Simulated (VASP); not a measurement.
# BN in VASP: a series of runs

BN is run at these levels: PBE; tasks: single point.

All numbers are computed with VASP 6.6.1; they aren't measurements. Logs are shortened: lines on timing, memory, paths and dates and some standing lists are left out, and cuts for length are marked.

## (1) The cell of the first run

Symmetry: F-43m, No. 216, cubic system. Conventional cell: a = 3.625 Å, b = 3.625 Å, c = 3.625 Å, α = 90.00°, β = 90.00°, γ = 90.00°. B (site symmetry -43m) has 4 N at 1.57 Å within 2.1 Å. Within 2.1 Å of N (site symmetry -43m) lie 4 B at 1.57 Å.

## (2) Single point, PBE

INCAR

```
SYSTEM = BN
PREC = Accurate ; ENCUT = 520
EDIFF = 1E-6 ; ISMEAR = 0
SIGMA = 0.1 ; LREAL = .FALSE.
LASPH = .TRUE. ; NELM = 100
ALGO = Normal ; ISIF = 2
LWAVE = .FALSE. ; LCHARG = .FALSE.
GGA = PE ; NBANDS = 26
```

KPOINTS

```
Automatic mesh
0
G
  6 4 4
  0 0 0
```

POSCAR

```
BN
1.0
   -1.8123409538      0.0000000000     -1.8123409538
   -1.8123409538     -3.6246819076      1.8123409538
   -1.8123409538      3.6246819076      1.8123409538
B N
4 4
Direct
    0.5000000000      0.8750000000      0.1250000000
    0.0000000000      0.3750000000      0.1250000000
    0.0000000000      0.8750000000      0.6250000000
    0.5000000000      0.3750000000      0.6250000000
    0.0000000000      0.7500000000      0.2500000000
    0.5000000000      0.2500000000      0.2500000000
    0.5000000000      0.7500000000      0.7500000000
    0.0000000000      0.2500000000      0.7500000000
```

Potentials or basis: VASP PAW PBE potentials, release 64 (B, N).

Started as:

```
> cat potpaw_PBE.64/B/POTCAR potpaw_PBE.64/N/POTCAR > POTCAR
> mpirun -np 1 vasp_std > vasp.out
```

OUTCAR:

```text
SYSTEM = BN
   PREC = Accurate
   ENCUT = 520
   EDIFF = 1E-6
   ISMEAR = 0
   LREAL = .FALSE.
   LASPH = .TRUE.
   NELM = 100
   ISIF = 2
   GGA = PE

 ion  position               nearest neighbor table
   1  0.500  0.875  0.125-   5 1.57   6 1.57   7 1.57   5 1.57
   2  0.000  0.375  0.125-   5 1.57   6 1.57   8 1.57   6 1.57
   3  0.000  0.875  0.625-   5 1.57   7 1.57   8 1.57   7 1.57
   4  0.500  0.375  0.625-   6 1.57   7 1.57   8 1.57   8 1.57
   5  0.000  0.750  0.250-   1 1.57   2 1.57   3 1.57   1 1.57
   6  0.500  0.250  0.250-   1 1.57   2 1.57   4 1.57   2 1.57
   7  0.500  0.750  0.750-   1 1.57   3 1.57   4 1.57   3 1.57
   8  0.000  0.250  0.750-   2 1.57   3 1.57   4 1.57   4 1.57

  LATTYP: Found a base centered orthorhombic cell.
 ALAT       =     5.1260743130
 B/A-ratio  =     1.4142135624
 C/A-ratio  =     0.5000000000

  Lattice vectors:

 A1 = (  -1.8123409538,  -3.6246819076,   1.8123409538)
 A2 = (  -1.8123409538,   3.6246819076,   1.8123409538)
 A3 = (  -1.8123409538,   0.0000000000,  -1.8123409538)

Analysis of symmetry for initial positions (statically):
=====================================================================
 Subroutine PRICEL returns following result:

  LATTYP: Found a face centered cubic cell.
 ALAT       =     3.6246819076

  Lattice vectors:

 A1 = (   0.0000000000,  -1.8123409538,   1.8123409538)
 A2 = (  -1.8123409538,  -0.0000000000,   1.8123409538)
 A3 = (  -1.8123409538,  -1.8123409538,   0.0000000000)

   4 primitive cells build up your supercell.

 Routine SETGRP: Setting up the symmetry group for a
 base centered orthorhombic supercell.

 Subroutine GETGRP returns: Found  4 space group operations
 (whereof  4 operations were pure point group operations)
 out of a pool of  8 trial point group operations.

The static configuration has the point symmetry C_2v.

Analysis of symmetry for dynamics (positions and initial velocities):
=====================================================================
 Subroutine PRICEL returns following result:

  LATTYP: Found a face centered cubic cell.
 ALAT       =     3.6246819076

  Lattice vectors:

 A1 = (   0.0000000000,  -1.8123409538,   1.8123409538)
 A2 = (  -1.8123409538,  -0.0000000000,   1.8123409538)
 A3 = (  -1.8123409538,  -1.8123409538,   0.0000000000)

   4 primitive cells build up your supercell.

 Routine SETGRP: Setting up the symmetry group for a
 base centered orthorhombic supercell.

 Subroutine GETGRP returns: Found  4 space group operations
 (whereof  4 operations were pure point group operations)
 out of a pool of  8 trial point group operations.

The dynamic configuration has the point symmetry C_2v.

 Subroutine INISYM returns: Found  4 space group operations
 (whereof  4 operations are pure point group operations),
 and found     4 'primitive' translations

----------------------------------------------------------------------------------------

                                     Primitive cell

  volume of cell :      11.9056

  direct lattice vectors                    reciprocal lattice vectors
     0.000000000 -1.812340954  1.812340954     0.275886278 -0.275886278  0.275886278
    -1.812340954 -0.000000000  1.812340954    -0.275886278  0.275886278  0.275886278
    -1.812340954 -1.812340954  0.000000000    -0.275886278 -0.275886278 -0.275886278

  length of vectors
     2.563037157  2.563037157  2.563037157     0.477849050  0.477849050  0.477849050

  position of ions in fractional coordinates (direct lattice)
     0.250000000  0.250000000  0.250000000
     0.500000000  0.500000000  0.500000000

  ion indices of the primitive-cell ions
   primitive index   ion index
                 1           1
                 2           6

----------------------------------------------------------------------------------------

 KPOINTS: Automatic mesh

Automatic generation of k-mesh.
 Grid dimensions read from file:
 generate k-points for:    6    4    4

 Generating k-lattice:

  Cartesian coordinates                     Fractional coordinates (reciprocal lattice)
    -0.045981046  0.000000000 -0.045981046     0.166666667  0.000000000  0.000000000
    -0.034485785 -0.034485785  0.034485785     0.000000000  0.250000000  0.000000000
    -0.034485785  0.034485785  0.034485785     0.000000000  0.000000000  0.250000000

  Length of vectors
     0.065027019  0.059731131  0.059731131

  Shift w.r.t. Gamma in fractional coordinates (k-lattice)
     0.000000000  0.000000000  0.000000000

 Subroutine IBZKPT returns following result:
 ===========================================

 Found     28 irreducible k-points:

 Following reciprocal coordinates:
            Coordinates               Weight
  0.000000  0.000000  0.000000      1.000000
  0.166667  0.000000  0.000000      2.000000
  0.333333  0.000000  0.000000      2.000000
  0.500000  0.000000  0.000000      1.000000
  0.000000  0.250000  0.000000      4.000000
  0.166667  0.250000  0.000000      8.000000
[... 16 lines left out ...]
  0.333333 -0.250000  0.250000      4.000000
  0.500000 -0.250000  0.250000      2.000000
 [... further k-points ...]
   k-points           NKPTS =     28   k-points in BZ     NKDIM =     28   number of bands    NBANDS=     26
   number of dos      NEDOS =    301   number of ions     NIONS =      8
   total plane-waves  NPLWV =  25920
   dimension x,y,z NGX =    20 NGY =   36 NGZ =   36
   dimension x,y,z NGXF=    40 NGYF=   72 NGZF=   72
   ions per type =               4   4
   NGX,Y,Z   is equivalent  to a cutoff of  12.97, 13.48, 13.48 a.u.
   NGXF,Y,Z  is equivalent  to a cutoff of  25.95, 26.96, 26.96 a.u.
 SYSTEM =  BN
   PREC   = accura    normal or accurate (medium, high low for compatibility)
   ISTART =      0    job   : 0-new  1-cont  2-samecut
   ICHARG =      2    charge: 1-file 2-atom 10-const
   ISPIN  =      1    spin polarized calculation?
   LNONCOLLINEAR =      F non collinear calculations
   LSORBIT =      F    spin-orbit coupling
   LASPH  =      T    aspherical Exc in radial PAW
   ENCUT  =  520.0 eV  38.22 Ry    6.18 a.u.   4.77  8.25  8.25*2*pi/ulx,y,z
   NELM   =    100;   NELMIN=  2; NELMDL= -5     # of ELM steps
   EDIFF  = 0.1E-05   stopping-criterion for ELM
   LREAL  =      F    real-space projection
   EDIFFG = 0.1E-04   stopping-criterion for IOM
   NSW    =      0    number of steps for IOM
[... 5 lines left out ...]
   TEBEG  =    0.0;   TEEND  =   0.0 temperature during run
   PSTRESS=    0.0 pullay stress
   NELECT =      32.0000    total number of electrons
   NUPDOWN=      -1.0000    fix difference up-down
   EMIN   =  10.00;   EMAX   =-10.00  energy-range for DOS
   EFERMI =   0.00;   METHOD = LEGACY
   ISMEAR =     0;   SIGMA  =   0.10  broadening in eV -4-tet -1-fermi 0-gaus
   EFERMI_NEDOS =   21; number of points for ismear=-14 and -15
   IALGO  =     38    algorithm
   IMIX   =      4    mixing-type and parameters
     AMIX     =   0.40;   BMIX     =  1.00
     AMIX_MAG =   1.60;   BMIX_MAG =  1.00
  volume/ion in A,a.u.               =       5.95        40.17
  Fermi-wavevector in a.u.,A,eV,Ry     =   1.433909  2.709695 27.974871  2.056095
  Thomas-Fermi vector in A             =   2.553376
   LORBIT       =      0    0 simple, 1 ext, 2 COOP (PROOUT), +10 PAW based schemes
   GGA     = PE    functional components
   LHFCALC =     F    Hartree Fock is set to
   AEXX    =    0.0000 exact exchange contribution
   IVDW    =     0    specifies the selected vdW correction
   LEPSILON=     F    determine dielectric tensor
   LRPA    =     F    only Hartree local field effects (RPA)
 non-spin polarized calculation
 Gauss-broadening in eV      SIGMA  =   0.10
  energy-cutoff  :      520.00
  volume of cell :       47.62
 maximum number of plane-waves:      1321
 NGX is ok and might be reduce to    20
   NGX =  9   NGY = 17   NGZ = 17

 number of electron      32.0000008 magnetization

 Free energy of the ion-electron system (eV)
  ---------------------------------------------------
  ext. energy  EPLUGINS =         0.00000000
  ---------------------------------------------------
  free energy    TOTEN  =       -69.80108619 eV

  energy without entropy =      -69.80108619  energy(sigma->0) =      -69.80108619

 E-fermi :   7.7354     XC(G=0): -12.7823

 val. band max:        7.3049245264   @ k =   0.0000   0.0000   0.0000
 cond. band min:      11.7554085445   @ k =   0.5000   0.5000   0.5000
 fundamental gap:      4.4504840181
 Fermi energy:         7.7354246303

 k-point     1 :       0.0000    0.0000    0.0000
  band No.  band energies     occupation
      1     -12.8350      2.00000
      2      -8.6560      2.00000
      3      -8.6560      2.00000
      4      -7.3001      2.00000
      5      -3.3119      2.00000
      6      -3.3119      2.00000
[... 18 lines left out ...]
     25      17.9661      0.00000
     26      17.9661      0.00000

 k-point     2 :       0.1667    0.0000    0.0000
  band No.  band energies     occupation
      1     -12.3893      2.00000
      2      -8.3298      2.00000
      3      -8.3298      2.00000
      4      -7.1951      2.00000
      5      -2.8674      2.00000
      6      -2.8674      2.00000
[... 18 lines left out ...]
     25      18.1728      0.00000
     26      18.8417      0.00000

 k-point     3 :       0.3333    0.0000    0.0000
  band No.  band energies     occupation
      1     -11.1011      2.00000
      2      -7.5361      2.00000
      3      -7.5266      2.00000
      4      -7.5266      2.00000
      5      -1.5883      2.00000
      6      -1.5883      2.00000
[... 18 lines left out ...]
     25      20.4911      0.00000
     26      21.6107      0.00000

 k-point     4 :       0.5000    0.0000    0.0000
  band No.  band energies     occupation
      1      -9.2039      2.00000
      2      -9.2039      2.00000
      3      -6.9952      2.00000
      4      -6.9952      2.00000
      5      -0.2463      2.00000
      6      -0.2463      2.00000
[... 18 lines left out ...]
     25      20.5160      0.00000
     26      20.5160      0.00000

 k-point     5 :       0.0000    0.2500    0.0000
  band No.  band energies     occupation
      1     -12.4585      2.00000
      2      -9.7560      2.00000
      3      -8.5606      2.00000
      4      -7.6471      2.00000
      5      -2.7586      2.00000
      6      -1.5681      2.00000
[... 18 lines left out ...]
     25      17.9600      0.00000
     26      18.7197      0.00000

 k-point     6 :       0.1667    0.2500    0.0000
  band No.  band energies     occupation
      1     -12.0183      2.00000
      2      -9.3783      2.00000
      3      -8.2477      2.00000
      4      -7.4720      2.00000
      5      -2.3321      2.00000
      6      -1.2293      2.00000
[... 427 lines left out ...]
 k-point    21 :       0.0000   -0.2500    0.2500
  band No.  band energies     occupation
      1     -12.3335      2.00000
      2      -8.9557      2.00000
      3      -8.9557      2.00000
      4      -8.7613      2.00000
      5      -2.1589      2.00000
      6      -2.1589      2.00000
[... 18 lines left out ...]
     25      18.5263      0.00000
     26      18.6264      0.00000

 k-point    22 :       0.1667   -0.2500    0.2500
  band No.  band energies     occupation
      1     -11.8974      2.00000
      2      -8.6107      2.00000
      3      -8.6107      2.00000
      4      -8.4791      2.00000
      5      -1.7928      2.00000
      6      -1.7928      2.00000
[... 18 lines left out ...]
     25      19.5732      0.00000
     26      19.9086      0.00000

 k-point    23 :       0.3333   -0.2500    0.2500
  band No.  band energies     occupation
      1     -10.6546      2.00000
      2      -8.0676      2.00000
      3      -7.7458      2.00000
      4      -7.7458      2.00000
      5      -2.3124      2.00000
      6      -0.9970      2.00000
[... 18 lines left out ...]
     25      20.3628      0.00000
     26      20.5517      0.00000

 k-point    24 :       0.5000   -0.2500    0.2500
  band No.  band energies     occupation
      1      -8.9556      2.00000
      2      -8.9556      2.00000
      3      -7.1540      2.00000
      4      -7.1540      2.00000
      5      -2.1590      2.00000
      6      -2.1590      2.00000
[... 18 lines left out ...]
     25      18.6196      0.00000
     26      18.6196      0.00000

 [... further k-points ...]

------------------------ aborting loop because EDIFF is reached ----------------------------------------

  FORCE on cell =-STRESS in cart. coord.  units (eV):
  Direction    XX          YY          ZZ          XY          YZ          ZX
  --------------------------------------------------------------------------------------
  -------------------------------------------------------------------------------------
  Total        0.0819093      0.0587349      0.0819093      0.0000000      0.0000000      0.0116092
  in kB        2.7557151      1.9760475      2.7557151      0.0000000      0.0000000      0.3905736
  external PRESSURE =       2.4958259 kB  Pullay stress =       0.0000000 kB

 VOLUME and BASIS-vectors are now :
 -----------------------------------------------------------------------------
  energy-cutoff  :      520.00
  volume of cell :       47.62
      direct lattice vectors                 reciprocal lattice vectors
    -1.812340954  0.000000000 -1.812340954    -0.275886278  0.000000000 -0.275886278
    -1.812340954 -3.624681908  1.812340954    -0.137943139 -0.137943139  0.137943139
    -1.812340954  3.624681908  1.812340954    -0.137943139  0.137943139  0.137943139

 POSITION                                       TOTAL-FORCE (eV/Angst)
 -----------------------------------------------------------------------------------
     -2.71851     -2.71851      0.90617         0.000000      0.001500      0.000000
     -0.90617     -0.90617      0.90617         0.000000      0.001500      0.000000
     -2.71851     -0.90617      2.71851         0.000000      0.001500      0.000000
     -2.71851      0.90617      0.90617         0.000000      0.001500      0.000000
     -1.81234     -1.81234      1.81234         0.000000     -0.001500      0.000000
     -1.81234      0.00000      0.00000         0.000000     -0.001500      0.000000
     -3.62468      0.00000      1.81234         0.000000     -0.001500      0.000000
     -1.81234      1.81234      1.81234         0.000000     -0.001500      0.000000
 -----------------------------------------------------------------------------------
    total drift:                               -0.000000      0.000000      0.000000

  FREE ENERGIE OF THE ION-ELECTRON SYSTEM (eV)
  ---------------------------------------------------
  free  energy   TOTEN  =       -69.8010861938 eV

  energy  without entropy=      -69.8010861938  energy(sigma->0) =      -69.80108619
```

It took 82 s on 1 thread of Intel Xeon 8259CL, shared host; peak memory 0.17 GiB.

What came out:

| Property | Result |
| --- | --- |
| Free energy | -69.8011 eV |
| Pressure | 0.2 GPa |
| Band gap on the k mesh | 4.45 eV |

(Continued in part 2 of 2.)
